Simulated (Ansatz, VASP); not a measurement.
**HgTe in VASP and in Ansatz**

INCAR

```
SYSTEM = HgTe
PREC     = Accurate       ! precision mode
ENCUT    = 520            ! plane-wave cutoff, eV
EDIFF    = 1E-7           ! SCF threshold, eV
ISMEAR   = -1             ! smearing method
SIGMA    = 0.03           ! smearing width, eV
LREAL    = .FALSE.        ! projectors in reciprocal space
LASPH    = .TRUE.         ! aspherical terms in the spheres
NELM     = 100            ! most SCF steps
ALGO     = Normal         ! electronic algorithm
ISIF     = 2              ! what is computed and relaxed
LWAVE    = .FALSE.        ! write WAVECAR
LCHARG   = .FALSE.        ! write CHGCAR
GGA      = PE             ! functional
NBANDS   = 16             ! bands
```

File KPOINTS:

```
regular mesh
0
G
  11 11 11
  0 0 0
```

POSCAR

```
HgTe
1.0
   -0.0644700000      3.1912650000      3.1912650000
    3.1912650000     -0.0644700000      3.1912650000
    3.1912650000      3.1912650000     -0.0644700000
Hg Te
1 1
Direct
    0.0000000000      0.0000000000      0.0000000000
    0.7500000000      0.7500000000      0.7500000000
```

Input for Ansatz:

```yaml
crystal:
  lattice:
    - [-0.06447, 3.191265, 3.191265]
    - [3.191265, -0.06447, 3.191265]
    - [3.191265, 3.191265, -0.06447]
  atoms:
    - { symbol: Hg, position: [0.0, 0.0, 0.0] }
    - { symbol: Te, position: [0.75, 0.75, 0.75] }
kpoints:
  mp_grid: { grid: [11, 11, 11] }
  band_path:
    path:
      - [0.0, 0.0, 0.0]
      - [0.5, 0.5, 0.5]
      - [0.2551801333, 0.5, 0.7448198667]
      - [-0.2551801333, 0.2551801333, 0.5]
      - [0.0, 0.0, 0.5]
      - [0.0, 0.0, 0.0]
      - [-0.3775900666, 0.0, 0.3775900666]
      - [0.0, 0.3775900666, 0.6224099334]
      - [0.0, 0.5, 0.5]
    npoints: 5
scf:
  occupations: { method: fermi_dirac, width: 0.03 }
hamiltonian:
  xc: pbe
  pseudopotentials: { kind: all_electron, lapw: { basis_error: 0.0005 } }
output:
  forces: true
  stress: true
  eigenvalues: true
```

Change from the starting cell: equal xy, yz and zx shear strains of -2 %.

Alike in both runs: task single point; functional PBE; k mesh 11 × 11 × 11; occupations fermi-dirac, width 0.03 eV; no spin polarisation.

|  | VASP | Ansatz |
| --- | --- | --- |
| version | VASP 6.6.1 | Ansatz 0.2.0 |
| potentials or method | VASP PAW PBE potentials, release 64 (Hg, Te), cutoff 520 eV | all-electron LAPW, scalar-relativistic |

```csv
,VASP,Ansatz,Ansatz less VASP
pressure (GPa),4.2,4.2,-0.08
"traceless stress, the component that is largest in VASP (GPa)",0.93,0.92,-0.010
rms of the force components (eV/Å),0.152,0.150,-0.0027
```

Atom by atom the forces differ by 0.003 eV/Å (rms over components). Ansatz ran all-electron here, and VASP with PAW potentials.

Spin-orbit coupling is off throughout.
